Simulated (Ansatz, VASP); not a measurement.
## Two plane-wave programs on NaH

Contents of INCAR:

```
ALGO     = Normal         # electronic algorithm
EDIFF    = 1E-6           # SCF threshold, eV
ENCUT    = 500            # plane-wave cutoff, eV
GGA      = PE             # functional
GGA_COMPAT= F            
ISIF     = 2              # what is computed and relaxed
ISMEAR   = 0              # smearing method
LASPH    = T              # aspherical terms in the spheres
LCHARG   = T              # write CHGCAR
LELF     = T              # ELF
LREAL    = F              # projectors in reciprocal space
LVHAR    = T            
LWAVE    = F              # write WAVECAR
NBANDS   = 26             # bands
NELM     = 120            # most SCF steps
PREC     = Accurate       # precision mode
SIGMA    = 0.1            # smearing width, eV
```

File KPOINTS:

```
k-points
0
Gamma
  6 6 2
```

The input POSCAR:

```
NaH
1.0
    2.8273445300      0.0000000000      0.0000000000
   -1.4136722600      2.4485521900      0.0000000000
    0.0000000000      0.0000000000     10.8351953100
Na H
4 4
Direct
    0.6666666700      0.3333333300      0.8771510100
    0.3333333300      0.6666666700      0.1228489900
    0.3333333300      0.6666666700      0.3771510100
    0.6666666700      0.3333333300      0.6228489900
    0.0000000000      0.0000000000      0.0000000000
    0.0000000000      0.0000000000      0.5000000000
    0.6666666700      0.3333333300      0.2500000000
    0.3333333300      0.6666666700      0.7500000000
```

Input for Ansatz:

```yaml
crystal:
  lattice:
    - [2.82734453, 0.0, 0.0]
    - [-1.41367226, 2.44855219, 0.0]
    - [0.0, 0.0, 10.83519531]
  atoms:
    - { symbol: Na, position: [0.66666667, 0.33333333, 0.87715101] }
    - { symbol: Na, position: [0.33333333, 0.66666667, 0.12284899] }
    - { symbol: Na, position: [0.33333333, 0.66666667, 0.37715101] }
    - { symbol: Na, position: [0.66666667, 0.33333333, 0.62284899] }
    - { symbol: H, position: [0.0, 0.0, 0.0] }
    - { symbol: H, position: [0.0, 0.0, 0.5] }
    - { symbol: H, position: [0.66666667, 0.33333333, 0.25] }
    - { symbol: H, position: [0.33333333, 0.66666667, 0.75] }
basis:
  ecutwfc: 420
kpoints:
  mp_grid: { grid: [6, 6, 2] }
hamiltonian:
  xc: pbe
scf:
  occupations: { method: gaussian, width: 0.1 }
  lower_state_search: "off"
output:
  forces: true
  stress: true
  eigenvalues: true
```

Alike in both runs: task single point; functional PBE; k mesh 6 × 6 × 2; occupations gaussian, width 0.1 eV; no spin polarisation.

|  | VASP | Ansatz |
| --- | --- | --- |
| version | VASP 6.6.1 | Ansatz 0.2.0 |
| potentials or method | VASP PAW PBE potentials, release 64 (Na_pv, H), cutoff 500 eV | scalar-relativistic, plane waves, PAW |
| valence electrons in the cell | 32 | 40 |

|  | VASP | Ansatz | Ansatz less VASP |
| --- | --- | --- | --- |
| gap on the k mesh at the Fermi level (eV) | 3.39 | 3.40 | +0.010 |
| least direct gap on the mesh (eV) | 5.16 | 5.16 | +0.001 |
| pressure (GPa) | 20.0 | 20.0 | 0.00 |
| traceless stress, the component that is largest in VASP (GPa) | -6.92 | -6.91 | +0.006 |
| rms of the force components (eV/Å) | 0.047 | 0.046 | -0.0003 |

Atom by atom the forces differ by 0.000 eV/Å (rms over components). The functional is the same, so the differences come from potentials, cutoffs and numerics. VASP's potentials hold 32 valence electrons a cell and Ansatz's 40, so a difference there can come from the potentials and not from the codes.

The k mesh is coarse, so the values compare programs but aren't converged.
